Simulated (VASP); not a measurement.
SiO2, 12 atoms in the cell. Symmetry: P6_322, No. 182, hexagonal system. Conventional cell: a = 4.865 Å, b = 4.865 Å, c = 8.594 Å, α = 90.00°, β = 90.00°, γ = 120.00°. Within 2.1 Å of Si (site symmetry 3) lie 4 O at 1.60 to 1.61 Å. Within 2.1 Å of O (site symmetry 2) lie 2 Si at 1.61 Å. O (site symmetry 32) has 2 Si at 1.60 Å within 2.1 Å. 

```yaml
Program: VASP 6.6.1
Task: single point
Functional: LDA
Potentials_or_basis: VASP PAW LDA potentials, release 64 (Si, O)
Cutoff: 520 eV
k_mesh: 6 × 6 × 4
Occupations: gaussian, width 0.02 eV
Spin: no spin polarisation
Dipole_correction: no
Further_INCAR_settings: ALGO = Normal; EDIFF = 1e-06; NBANDS = 44
```

Potentials or basis: VASP PAW LDA potentials, release 64 (Si, O).

Launch:

```sh
$ cat potpaw_LDA.64/Si/POTCAR potpaw_LDA.64/O/POTCAR > POTCAR
$ mpirun -np 1 vasp_std > vasp.out
```

Hardware: 1 thread of Intel Xeon 8259CL, on a shared host.

Question: How long does it take, and how much memory?

Answer: Wall time 4 min on 1 thread of Intel Xeon 8259CL, on a shared host, peak memory 0.28 GiB. Counts: scf iterations 14, k points 21.
